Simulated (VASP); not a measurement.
A run of VASP 6.6.1 is set up as follows.

POSCAR

```
CaSiH6
1.0
    3.1505878367      1.8189927342      1.9596256760
   -3.1505878367      1.8189927342      1.9596256760
    0.0000000000     -3.6379854726      1.9596256721
Ca Si H
1 1 6
Direct
    0.0000000000      0.0000000000      0.0000000000
    0.5000000000      0.5000000000      0.5000000000
    0.5684504250      0.2563286123      0.1910077290
    0.2563286123      0.1910077290      0.5684504250
    0.8089922710      0.4315495750      0.7436713877
    0.7436713877      0.8089922710      0.4315495750
    0.4315495750      0.7436713877      0.8089922710
    0.1910077290      0.5684504250      0.2563286123
```

File INCAR.step1:

```
PREC = Accurate
ENCUT = 520
ISMEAR = -1
SIGMA = 0.03
LREAL = F
LASPH = T
NELM = 80
NBANDS = 20
GGA = PE
ALGO = Normal
EDIFF = 1E-4
LWAVE = T
LCHARG = F
```

Contents of INCAR.step2:

```
PREC = Accurate
ENCUT = 520
EDIFF = 1E-6
ISMEAR = -1
SIGMA = 0.03
LREAL = F
LASPH = T
NELM = 80
ALGO = Normal
ISIF = 2
LWAVE = F
LCHARG = T
METAGGA = R2SCAN
LMIXTAU = T
LUSE_VDW = T
IVDW_NL = 2
BPARAM = 11.95
CPARAM = 0.0093
LELF = T
LVHAR = T
NBANDS = 20
ISTART = 1
```

KPOINTS

```
Automatic mesh
0
Gamma
  6 6 6
```

Potentials or basis: VASP PAW PBE potentials, release 64 (Ca_sv, Si, H).

Run with:

```sh
$ cat potpaw_PBE.64/Ca_sv/POTCAR potpaw_PBE.64/Si/POTCAR potpaw_PBE.64/H/POTCAR > POTCAR
$ cp INCAR.step1 INCAR
$ mpirun -np 1 vasp_std > vasp.out
$ cp INCAR.step2 INCAR
$ mpirun -np 1 vasp_std > vasp.out
```

**Question.** Predict the band gap on the k mesh.

**Answer.** 2.22 eV (least direct gap 3.48 eV).

**Question.** Predict the pressure.

**Answer.** -0.1 GPa.

**Question.** Predict the largest force.

**Answer.** 0.016 eV/Å.

Stress tensor (GPa, compression positive):
```
-0.14  0.00  0.00
 0.00 -0.14  0.00
 0.00  0.00  0.12
```

Caveat: the PAW data sets were made with another functional, which shifts forces and pressure a little. A k mesh can miss the band edges.
